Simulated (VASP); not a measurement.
Set up this calculation in VASP 6.6.1, as the native input.

```yaml
Task: single point
Functional: r2SCAN
Potentials_or_basis: VASP PAW PBE potentials, release 64 (Li_sv, F)
Cutoff: 520 eV
k_mesh: 10 × 10 × 10
Occupations: gaussian, width 0.05 eV
Spin: no spin polarisation
Dipole_correction: no
Further_INCAR_settings: ALGO = Normal; EDIFF = 1e-07; NBANDS = 12
```

Crystal: LiF.

```
Li F
1.0
     2.55953    0.00000    0.00000
     0.00000    2.55953    0.00000
     0.00000    0.00000    2.55953
Li F
1 1
Direct
  0.00000 0.00000 0.00000
  0.50000 0.50000 0.58791
```

This cell differs from its parent crystal: all F atoms moved +0.225 Å, as atom 2 along Cartesian [0 0 1].

The input as run:

POSCAR

```
LiF
1.0
    2.5595330000      0.0000000000      0.0000000000
    0.0000000000      2.5595330000      0.0000000000
    0.0000000000      0.0000000000      2.5595330000
Li F
1 1
Direct
    0.0000000000      0.0000000000      0.0000000000
    0.5000000000      0.5000000000      0.5879066611
```

INCAR.step1

```
SYSTEM = LiF
ALGO     = Normal         ! electronic algorithm
EDIFF    = 1E-4           ! SCF threshold, eV
ENCUT    = 520            ! plane-wave cutoff, eV
GGA      = PE             ! functional
ISMEAR   = 0              ! smearing method
LASPH    = .True.         ! aspherical terms in the spheres
LCHARG   = .False.        ! write CHGCAR
LREAL    = .False.        ! projectors in reciprocal space
LWAVE    = .True.         ! write WAVECAR
NBANDS   = 12             ! bands
NELM     = 60             ! most SCF steps
PREC     = Accurate       ! precision mode
SIGMA    = 0.05           ! smearing width, eV
```

INCAR.step2

```
SYSTEM = LiF
ALGO     = Normal         ! electronic algorithm
EDIFF    = 1E-7           ! SCF threshold, eV
ENCUT    = 520            ! plane-wave cutoff, eV
ISIF     = 2              ! what is computed and relaxed
ISMEAR   = 0              ! smearing method
ISTART   = 1            
LASPH    = .True.         ! aspherical terms in the spheres
LCHARG   = .False.        ! write CHGCAR
LMIXTAU  = .True.       
LREAL    = .False.        ! projectors in reciprocal space
LWAVE    = .False.        ! write WAVECAR
METAGGA  = R2SCAN         ! meta-GGA
NBANDS   = 12             ! bands
NELM     = 60             ! most SCF steps
PREC     = Accurate       ! precision mode
SIGMA    = 0.05           ! smearing width, eV
```

KPOINTS

```
k-points
0
Gamma
  10 10 10
  0 0 0
```

Potentials or basis: VASP PAW PBE potentials, release 64 (Li_sv, F).

The run is started by

```sh
$ cat potpaw_PBE.64/Li_sv/POTCAR potpaw_PBE.64/F/POTCAR > POTCAR
$ cp INCAR.step1 INCAR
$ mpirun -np 1 vasp_std > vasp.out
$ cp INCAR.step2 INCAR
$ mpirun -np 1 vasp_std > vasp.out
```

Results of the run:

| Quantity | Value |
| --- | --- |
| Largest force | 0.092 eV/Å |
| Band gap on the k mesh | 8.57 eV (least direct gap 9.22 eV) |

Caveat: the cell differs from its parent crystal (all F atoms moved +0.225 Å, as atom 2 along Cartesian [0 0 1]); the PAW data sets were made with another functional, which shifts forces and pressure a little.

It took 46 s on 1 thread of AMD EPYC 9R45 (Zen 5), on a shared host, peak memory 0.1 GiB.
